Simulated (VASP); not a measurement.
# Si (a cell with a defect) in VASP: single point with PBE

Aim: the single point of Si (a cell with a defect) with PBE.

All numbers are computed with VASP 6.6.1; they aren't measurements. Logs are shortened: lines on timing, memory, paths and dates and some standing lists are left out, and cuts for length are marked.

### 1 The cell of the first run

The cell holds a defect, 53 atoms: a = 11.513 Å, b = 11.513 Å, c = 11.513 Å, α = 60.00°, β = 60.00°, γ = 60.00°.

### 2 Single point, PBE, collinear spin

Contents of INCAR:

```
SYSTEM = Si
  ALGO = Normal
  EDIFF = 1E-6
  ENCUT = 520
  GGA = PE
  ISIF = 2
  ISMEAR = 0
  ISPIN = 2
  LASPH = .True.
  LCHARG = .False.
  LORBIT = 11
  LREAL = Auto
  LWAVE = .False.
  MAGMOM = 0 0 0 0 0 0 0 0 0 0 0 0 0 0 0 0 0 0 0 0 0 0 0 0 0 0 0.2 0.2 0 0.2 0 0 0 0 0 0.2 0 0 0 0 0 0 0 0 0 0 0 0 0 0 0 0 0
  NBANDS = 142
  NELECT = 214.0
  NELM = 150
  PREC = Accurate
  SIGMA = 0.05
```

Contents of KPOINTS:

```
k-points
0
Gamma
  1 1 1
  0 0 0
```

Contents of POSCAR:

```
Si
1.0
    0.0000000000      8.1406800000      8.1406800000
    8.1406800000      0.0000000000      8.1406800000
    8.1406800000      8.1406800000      0.0000000000
Si
53
Direct
    0.2489574886      0.2516896596      0.5818927019
    0.2491700609      0.2512850045      0.9180480950
    0.2489500079      0.5817478643      0.2518409630
    0.2458762925      0.5847927847      0.5848137837
    0.2491177608      0.5814710612      0.9178382697
    0.2491150964      0.9178129562      0.2513997194
    0.2490701513      0.9175964447      0.5818111686
    0.2480745609      0.9174489063      0.9174351538
    0.5828114734      0.2537790711      0.2538957699
    0.5795822001      0.2517605466      0.5843814173
    0.5841032682      0.2532363633      0.9094347158
    0.5795168623      0.5842898908      0.2519300996
    0.5796517253      0.5843735453      0.5844600527
    0.5822783919      0.5845086228      0.9165642222
    0.5840558221      0.9092600665      0.2534092281
    0.5822415811      0.9164398939      0.5846693474
    0.5820681251      0.9166522485      0.9167725608
    0.9158209664      0.2517414779      0.2518315876
    0.9162993227      0.2520036792      0.5792103175
    0.9126758634      0.2502556112      0.9182841748
    0.9162421627      0.5792018946      0.2520671302
    0.9132545959      0.5841481133      0.5842908903
    0.9137099419      0.5840098644      0.9182986809
    0.9126406319      0.9182201609      0.2503963504
    0.9136676268      0.9181641269      0.5841815021
    0.9129035346      0.9184036348      0.9183781406
    0.1611827157      0.1669099868      0.1671242247
    0.1615290803      0.1666180355      0.5053317481
    0.1622227418      0.1678493326      0.8350582235
    0.1614823418      0.5050751130      0.1668792792
    0.1627046580      0.5013316510      0.5014678872
    0.1631514671      0.5008890028      0.8348329343
    0.1622013576      0.8349393112      0.1678424167
    0.1631033073      0.8348026391      0.5010044297
    0.1624187993      0.8349513811      0.8352284522
    0.6335469454      0.1222726696      0.1224667554
    0.4969934603      0.1661885310      0.5029640901
    0.4972333112      0.1663913725      0.8339886655
    0.4969870323      0.5028559213      0.1663144264
    0.4955055222      0.5015341857      0.5017069156
    0.4971761235      0.5023346771      0.8340777364
    0.4971782477      0.8338873693      0.1665089452
    0.4971327972      0.8339798791      0.5024854765
    0.4979960812      0.8339373848      0.8340958761
    0.8301591181      0.1667474990      0.1668069867
    0.8300148494      0.1684021789      0.5004689328
    0.8315473360      0.1670882188      0.8340096219
    0.8299622022      0.5003879289      0.1685314093
    0.8300351365      0.5006360436      0.5006897731
    0.8320958397      0.5004518689      0.8338544281
    0.8314920130      0.8341602486      0.1670471239
    0.8320704890      0.8337220161      0.5005939760
    0.8319244837      0.8336860205      0.8338510616
```

Potentials or basis: VASP PAW PBE potentials, release 64 (Si).

Command:

```sh
cat potpaw_PBE.64/Si/POTCAR > POTCAR
mpirun -np 1 vasp_gam > vasp.out
```

OUTCAR:

```text
SYSTEM = Si
   EDIFF = 1E-6
   ENCUT = 520
   GGA = PE
   ISIF = 2
   ISMEAR = 0
   ISPIN = 2
   LASPH = .True.
   LORBIT = 11
   LREAL = Auto
   NELECT = 214.0
   NELM = 150
   PREC = Accurate

 ion  position               nearest neighbor table
   1  0.249  0.252  0.582-  37 2.33  28 2.34  31 2.35  29 2.38
   2  0.249  0.251  0.918-  38 2.33  27 2.34  32 2.35  29 2.38
   3  0.249  0.582  0.252-  39 2.33  30 2.34  31 2.35  33 2.38
   4  0.246  0.585  0.585-  40 2.35  31 2.35  34 2.35  32 2.35
   5  0.249  0.581  0.918-  41 2.33  30 2.34  32 2.35  35 2.38
   6  0.249  0.918  0.251-  42 2.33  27 2.34  34 2.35  33 2.38
[... 18 lines left out ...]
  25  0.914  0.918  0.584-  34 2.34  52 2.35  53 2.35  46 2.35
  26  0.913  0.918  0.918-  51 2.34  47 2.34  35 2.35  53 2.35
  27  0.161  0.167  0.167-  18 2.31   2 2.34   6 2.34
  28  0.162  0.167  0.505-  19 2.31   7 2.34   1 2.34
  29  0.162  0.168  0.835-  20 2.35   8 2.35   1 2.38   2 2.38
  30  0.161  0.505  0.167-  21 2.31   5 2.34   3 2.34
  31  0.163  0.501  0.501-  22 2.34   3 2.35   1 2.35   4 2.35
  32  0.163  0.501  0.835-  23 2.34   5 2.35   2 2.35   4 2.35
  33  0.162  0.835  0.168-  24 2.35   8 2.35   3 2.38   6 2.38
  34  0.163  0.835  0.501-  25 2.34   7 2.35   6 2.35   4 2.35
  35  0.162  0.835  0.835-  26 2.35   8 2.35   7 2.38   5 2.38
  36  0.634  0.122  0.122-   9 2.33  11 2.34  15 2.34  45 2.87  51 2.89  47 2.90
  37  0.497  0.166  0.503-   1 2.33   9 2.34  10 2.35  16 2.35
  38  0.497  0.166  0.834-   2 2.33  11 2.34  10 2.35  17 2.35
  39  0.497  0.503  0.166-   3 2.33   9 2.34  12 2.35  14 2.35
  40  0.496  0.502  0.502-   4 2.35  13 2.35  10 2.35  12 2.35
  41  0.497  0.502  0.834-   5 2.33  11 2.34  13 2.35  14 2.35
  42  0.497  0.834  0.167-   6 2.33  15 2.34  12 2.35  17 2.35
  43  0.497  0.834  0.502-   7 2.33  15 2.34  13 2.35  16 2.35
  44  0.498  0.834  0.834-  16 2.34  14 2.34  17 2.34   8 2.35
  45  0.830  0.167  0.167-   9 2.33  20 2.34  24 2.34  18 2.40  36 2.87
  46  0.830  0.168  0.500-  18 2.34  19 2.34  25 2.35  10 2.35
  47  0.832  0.167  0.834-  11 2.33  20 2.34  26 2.34  19 2.40  36 2.90
  48  0.830  0.500  0.169-  21 2.34  18 2.34  23 2.35  12 2.35
  49  0.830  0.501  0.501-  21 2.34  19 2.34  22 2.35  13 2.35
  50  0.832  0.500  0.834-  22 2.35  23 2.35  14 2.35  20 2.35
  51  0.831  0.834  0.167-  15 2.33  24 2.34  26 2.34  21 2.40  36 2.89
  52  0.832  0.834  0.501-  22 2.35  25 2.35  16 2.35  24 2.35
  53  0.832  0.834  0.834-  25 2.35  23 2.35  17 2.35  26 2.35

  LATTYP: Found a face centered cubic cell.
 ALAT       =    16.2813600000

  Lattice vectors:

 A1 = (   0.0000000000,   8.1406800000,   8.1406800000)
 A2 = (   8.1406800000,   0.0000000000,   8.1406800000)
 A3 = (   8.1406800000,   8.1406800000,   0.0000000000)

Analysis of symmetry for initial positions (statically):
=====================================================================
 Subroutine PRICEL returns:
 Original cell was already a primitive cell.

 Routine SETGRP: Setting up the symmetry group for a
 face centered cubic supercell.

 Subroutine GETGRP returns: Found  1 space group operations
 (whereof  1 operations were pure point group operations)
 out of a pool of 48 trial point group operations.

The static configuration has the point symmetry C_1 .

Analysis of symmetry for dynamics (positions and initial velocities):
=====================================================================
 Subroutine PRICEL returns:
 Original cell was already a primitive cell.

 Routine SETGRP: Setting up the symmetry group for a
 face centered cubic supercell.

 Subroutine GETGRP returns: Found  1 space group operations
 (whereof  1 operations were pure point group operations)
 out of a pool of 48 trial point group operations.

The dynamic configuration has the point symmetry C_1 .

Analysis of structural, dynamic, and magnetic symmetry:
=====================================================================
 Subroutine PRICEL returns:
 Original cell was already a primitive cell.

 Routine SETGRP: Setting up the symmetry group for a
 face centered cubic supercell.

 Subroutine GETGRP returns: Found  1 space group operations
 (whereof  1 operations were pure point group operations)
 out of a pool of 48 trial point group operations.

The overall configuration has the point symmetry C_1 .

 Subroutine INISYM returns: Found  1 space group operations
 (whereof  1 operations are pure point group operations),
 and found     1 'primitive' translations
[... 168 lines left out ...]
   LNONCOLLINEAR =      F non collinear calculations
   LSORBIT =      F    spin-orbit coupling
   LASPH  =      T    aspherical Exc in radial PAW
   ENCUT  =  520.0 eV  38.22 Ry    6.18 a.u.  21.41 21.41 21.41*2*pi/ulx,y,z
   NELM   =    150;   NELMIN=  2; NELMDL= -5     # of ELM steps
   EDIFF  = 0.1E-05   stopping-criterion for ELM
   LREAL  =      T    real-space projection
   EDIFFG = 0.1E-04   stopping-criterion for IOM
   NSW    =      0    number of steps for IOM
   IBRION =     -1    ionic relax: 0-MD 1-quasi-New 2-CG
   NFREE  =      0    steps in history (QN), initial steepest desc. (CG)
   ISIF   =      2    stress and relaxation
   ISYM   =      2    0-nonsym 1-usesym 2-fastsym
   POTIM  = 0.5000    time-step for ionic-motion
   TEBEG  =    0.0;   TEEND  =   0.0 temperature during run
   PSTRESS=    0.0 pullay stress
   NELECT =     214.0000    total number of electrons
   NUPDOWN=      -1.0000    fix difference up-down
   EMIN   =  10.00;   EMAX   =-10.00  energy-range for DOS
   EFERMI =   0.00;   METHOD = LEGACY
   ISMEAR =     0;   SIGMA  =   0.05  broadening in eV -4-tet -1-fermi 0-gaus
   EFERMI_NEDOS =   21; number of points for ismear=-14 and -15
   IALGO  =     38    algorithm
   IMIX   =      4    mixing-type and parameters
     AMIX     =   0.40;   BMIX     =  1.00
     AMIX_MAG =   1.60;   BMIX_MAG =  1.00
  volume/ion in A,a.u.               =      20.36       137.38
  Fermi-wavevector in a.u.,A,eV,Ry     =   0.954719  1.804157 12.401543  0.911488
  Thomas-Fermi vector in A             =   2.083491
   LORBIT       =     11    0 simple, 1 ext, 2 COOP (PROOUT), +10 PAW based schemes
   GGA     = PE    functional components
   LHFCALC =     F    Hartree Fock is set to
   AEXX    =    0.0000 exact exchange contribution
   IVDW    =     0    specifies the selected vdW correction
   LEPSILON=     F    determine dielectric tensor
   LRPA    =     F    only Hartree local field effects (RPA)
 spin polarized calculation
 Gauss-broadening in eV      SIGMA  =   0.05
  energy-cutoff  :      520.00
  volume of cell :     1078.98
 maximum number of plane-waves:     14562
 NGX is ok and might be reduce to    90
   NGX = 43   NGY = 43   NGZ = 43

 number of electron     214.0000000 magnetization       1.9018495

 Free energy of the ion-electron system (eV)
  ---------------------------------------------------
  ext. energy  EPLUGINS =         0.00000000
  ---------------------------------------------------
  free energy    TOTEN  =      -256.73792860 eV

  energy without entropy =     -256.71161927  energy(sigma->0) =     -256.72477394

 E-fermi :   6.3637     XC(G=0):  -9.3302

 val. band max:        6.3180232773   @ k =   0.0000   0.0000   0.0000
 cond. band min:       6.4157365277   @ k =   0.0000   0.0000   0.0000
 fundamental gap:      0.0977132504
 Fermi energy:         6.3637362033

 spin component 1

 k-point     1 :       0.0000    0.0000    0.0000
  band No.  band energies     occupation
      1      -6.3111      1.00000
      2      -5.1709      1.00000
      3      -4.9545      1.00000
      4      -4.9541      1.00000
      5      -4.9437      1.00000
      6      -4.9348      1.00000
[... 111 lines left out ...]
    118       7.1962      0.00000
    119       7.1966      0.00000
 Fermi energy:         6.3637362033

 spin component 2

 k-point     1 :       0.0000    0.0000    0.0000
  band No.  band energies     occupation
      1      -6.2721      1.00000
      2      -5.1303      1.00000
      3      -4.9166      1.00000
      4      -4.9164      1.00000
      5      -4.9116      1.00000
      6      -4.9007      1.00000
[... 111 lines left out ...]
    118       7.2492      0.00000
    119       7.2676      0.00000
 [bands above 119 left out]

------------------------ aborting loop because EDIFF is reached ----------------------------------------

  FORCE on cell =-STRESS in cart. coord.  units (eV):
  Direction    XX          YY          ZZ          XY          YZ          ZX
  --------------------------------------------------------------------------------------
  -------------------------------------------------------------------------------------
  Total       41.8793517     41.7553271     41.7758592     -3.3034399      3.2358952     -3.3281233
  in kB       62.1868396     62.0026749     62.0331632     -4.9052929      4.8049955     -4.9419454
  external PRESSURE =      62.0742259 kB  Pullay stress =       0.0000000 kB

 VOLUME and BASIS-vectors are now :
 -----------------------------------------------------------------------------
  energy-cutoff  :      520.00
  volume of cell :     1078.98
      direct lattice vectors                 reciprocal lattice vectors
     0.000000000  8.140680000  8.140680000    -0.061419931  0.061419931  0.061419931
     8.140680000  0.000000000  8.140680000     0.061419931 -0.061419931  0.061419931
     8.140680000  8.140680000  0.000000000     0.061419931  0.061419931 -0.061419931

 POSITION                                       TOTAL-FORCE (eV/Angst)
 -----------------------------------------------------------------------------------
      6.78593      6.76369      4.07561         0.010965      0.028002     -0.103190
      9.51917      9.50195      4.07404        -0.027018     -0.022239     -0.092007
      6.78598      4.07678      6.76245         0.009055     -0.106939      0.027716
      9.52139      6.76238      6.76221        -0.065520      0.069093      0.064939
     12.20540      9.49982      6.76156         0.110883     -0.008914      0.036044
      9.51819      4.07453      9.49959        -0.022404     -0.091152     -0.016406
[... 45 lines left out ...]
     10.86224     10.84879     13.56068        -0.132729     -0.175088      0.124990
     13.57489     13.56055     13.55920         0.166381      0.134899      0.136494
 -----------------------------------------------------------------------------------
    total drift:                               -0.003593      0.002663     -0.002098

  FREE ENERGIE OF THE ION-ELECTRON SYSTEM (eV)
  ---------------------------------------------------
  free  energy   TOTEN  =      -256.7379286020 eV

  energy  without entropy=     -256.7116192712  energy(sigma->0) =     -256.72477394

 total charge

# of ion       s       p       d       tot
------------------------------------------
    1        0.728   0.975   0.000   1.703
    2        0.728   0.975   0.000   1.703
    3        0.728   0.975   0.000   1.703
    4        0.718   0.991   0.000   1.708
    5        0.728   0.975   0.000   1.702
    6        0.728   0.975   0.000   1.703
[... 45 lines left out ...]
   52        0.719   0.990   0.000   1.709
   53        0.719   0.990   0.000   1.709
--------------------------------------------------
tot         38.797  51.599   0.000  90.396

 magnetization (x)

# of ion       s       p       d       tot
------------------------------------------
    1        0.003   0.004   0.000   0.007
    2        0.003   0.004   0.000   0.007
    3        0.003   0.004   0.000   0.007
    4       -0.000   0.007   0.000   0.007
    5        0.003   0.004   0.000   0.007
    6        0.003   0.004   0.000   0.007
[... 45 lines left out ...]
   52        0.001   0.004   0.000   0.005
   53        0.000   0.004   0.000   0.004
--------------------------------------------------
tot          0.170   0.183   0.000   0.353
```

It took 11 min on 1 thread of Intel Xeon Platinum 8559C (Emerald Rapids), shared host; peak memory 1.7 GiB.

Results:

```
Free energy                                           : -256.7379 eV
Largest force                                         : 0.309 eV/Å
Net moment                                            : 1.90 μB per cell
Valence electrons inside the program's atomic spheres : Si 1.70, 1.71, 1.72, 1.66, 1.69, 1.67
```

Forces on the atoms (eV/Å):
```
Si   0.011  0.028 -0.103
Si  -0.027 -0.022 -0.092
Si   0.009 -0.107  0.028
Si  -0.066  0.069  0.065
Si   0.111 -0.009  0.036
Si  -0.022 -0.091 -0.016
Si   0.107  0.032 -0.006
Si  -0.184  0.178  0.173
Si  -0.199  0.024  0.024
Si   0.004  0.003 -0.093
Si  -0.022  0.196  0.019
Si   0.000 -0.092  0.004
Si   0.081 -0.009 -0.011
Si  -0.002  0.017 -0.011
Si  -0.020  0.017  0.198
Si  -0.003 -0.010  0.017
Si  -0.008  0.015  0.015
Si  -0.101  0.039  0.040
Si  -0.038  0.095  0.043
Si   0.160 -0.164  0.141
Si  -0.036  0.040  0.099
Si  -0.091 -0.045 -0.043
Si   0.055  0.073 -0.056
Si   0.158  0.140 -0.162
Si   0.053 -0.057  0.074
Si  -0.131 -0.160 -0.162
Si  -0.015 -0.075 -0.072
Si   0.064  0.008 -0.067
Si   0.002  0.014  0.035
Si   0.062 -0.069  0.010
Si   0.013  0.007  0.009
Si  -0.002 -0.028  0.009
Si   0.005  0.039  0.012
Si  -0.005  0.010 -0.031
Si  -0.059 -0.007 -0.006
Si  -0.033  0.018  0.020
Si   0.042  0.050  0.047
Si  -0.053 -0.033  0.035
Si   0.042  0.047  0.048
Si   0.047 -0.059 -0.056
Si  -0.043 -0.031  0.063
Si  -0.053  0.036 -0.035
Si  -0.044  0.065 -0.033
Si   0.172 -0.167 -0.166
Si   0.014 -0.039 -0.042
Si  -0.035  0.036 -0.086
Si   0.061 -0.006 -0.063
Si  -0.035 -0.083  0.036
Si   0.093  0.039  0.040
Si  -0.133  0.125 -0.176
Si   0.061 -0.059 -0.013
Si  -0.133 -0.175  0.125
Si   0.166  0.135  0.136
```

Caveat: the k points lie up to 0.67 Å⁻¹ apart; the cell carries a net charge on a neutralising background, which shifts energy and pressure; the cell is charged against a uniform background, so pressure and absolute levels hang on convention.
